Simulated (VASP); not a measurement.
# GaAs: vibrations by perturbation theory with PBE

Crystal: GaAs.

```xyz
2
Lattice="0.0000 2.8181 2.8181 2.8181 0.0000 2.8181 2.8181 2.8181 0.0000" Properties=species:S:1:pos:R:3 pbc="T T T"
Ga    0.0000    0.0000    0.0000
As    4.2272    4.2272    4.2272
```

| Item | Value |
| --- | --- |
| Program | VASP 6.6.1 |
| Task | vibrations by perturbation theory |
| Functional | PBE |
| Potentials or basis | VASP PAW PBE potentials, release 64 (Ga_d, As) |
| Cutoff | 520 eV |
| k mesh | 12 × 12 × 12 |
| Occupations | gaussian, width 0.01 eV |
| Spin | no spin polarisation |
| Dipole correction | no |
| Further INCAR settings | ALGO = Normal; EDIFF = 1e-08; IBRION = 8; NSW = 1 |

```
Electronic dielectric tensor (diagonal)                 : 16.16
Born charges (mean of the diagonal)                     : Ga +2.13; As -2.13 e
Highest phonon frequency at Γ, LO-TO splitting left out : 271 cm⁻¹
```

Phonon frequencies in cm⁻¹ (negative: imaginary):
| q point | frequencies |
| --- | --- |
| (0.000, 0.000, 0.000) | 0 0 0 271 271 271 |

Electronic dielectric tensor:
```
16.16  0.00  0.00
 0.00 16.16  0.00
 0.00  0.00 16.16
```

Born effective charge tensors (e):
atom 1, Ga
```
2.13 0.00 0.00
0.00 2.13 0.00
0.00 0.00 2.13
```
atom 2, As
```
-2.13  0.00  0.00
 0.00 -2.13  0.00
 0.00  0.00 -2.13
```

It took 36 min on 1 thread of AMD EPYC 7R43 64-Core Processor (Zen 3), with other jobs on the host, peak memory 0.47 GiB.

Caveat: the cell stands under pressure or tension, which shifts response properties.
